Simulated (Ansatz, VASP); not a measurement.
## Two plane-wave programs on C

POSCAR

```
C
1.0
    0.0000000000      1.6407280000      1.7834000000
    1.6407280000      0.0000000000      1.7834000000
    1.6407280000      1.6407280000      0.0000000000
C
2
Direct
    0.5000000000      0.5000000000      0.5000000000
    0.7500000000      0.7500000000      0.7500000000
```

File INCAR.step1:

```
PREC = Accurate ; ENCUT = 520
ISMEAR = 0 ; SIGMA = 0.05
LREAL = F ; LASPH = T
NELM = 80 ; NBANDS = 11
GGA = PE ; ALGO = Normal
EDIFF = 1E-4 ; LWAVE = T
LCHARG = F
```

INCAR.step2

```
PREC = Accurate ; ENCUT = 520
EDIFF = 1E-6 ; ISMEAR = 0
SIGMA = 0.05 ; LREAL = F
LASPH = T ; NELM = 80
ALGO = Normal ; ISIF = 2
LWAVE = F ; LCHARG = F
METAGGA = R2SCAN ; LMIXTAU = T
NBANDS = 11 ; ISTART = 1
```

KPOINTS

```
regular mesh
0
Gamma
  12 12 12
```

Input for Ansatz:

```yaml
crystal:
  lattice:
    - [0.0, 1.640728, 1.7834]
    - [1.640728, 0.0, 1.7834]
    - [1.640728, 1.640728, 0.0]
  atoms:
    - { symbol: C, position: [0.5, 0.5, 0.5] }
    - { symbol: C, position: [0.75, 0.75, 0.75] }
basis:
  ecutwfc: 500
kpoints:
  mp_grid: { grid: [12, 12, 12] }
hamiltonian:
  xc: r2scan
scf:
  occupations: { method: gaussian, width: 0.05 }
output:
  forces: true
  stress: true
  eigenvalues: true
```

Change from the starting cell: strain -0.080 along x and y, +0.000 along z, atoms carried along.

Alike in both runs: task single point; functional r2SCAN; k mesh 12 × 12 × 12; occupations gaussian, width 0.05 eV; no spin polarisation.

|  | VASP | Ansatz |
| --- | --- | --- |
| version | VASP 6.6.1 | Ansatz 0.2.0 |
| potentials or method | VASP PAW PBE potentials, release 64 (C), cutoff 520 eV | scalar-relativistic, plane waves, PAW |
| valence electrons in the cell | 8 | 8 |

VASP gave:

```
gap on the k mesh at the Fermi level (eV)                     : 3.54
least direct gap on the mesh (eV)                             : 5.44
pressure (GPa)                                                : 99.1
traceless stress, the component that is largest in VASP (GPa) : -70.96
```

Question: Which values does Ansatz return?

Answer: gap on the k mesh at the Fermi level (eV): 3.58; least direct gap on the mesh (eV): 5.50; pressure (GPa): 97.2; traceless stress, the component that is largest in VASP (GPa): -71.14.

VASP's potentials were made for PBE, not for r2SCAN. Both programs put the cell under a high pressure, so it lies far from rest at this level.

Noted on VASP's run: the cell as given lies far from equilibrium.
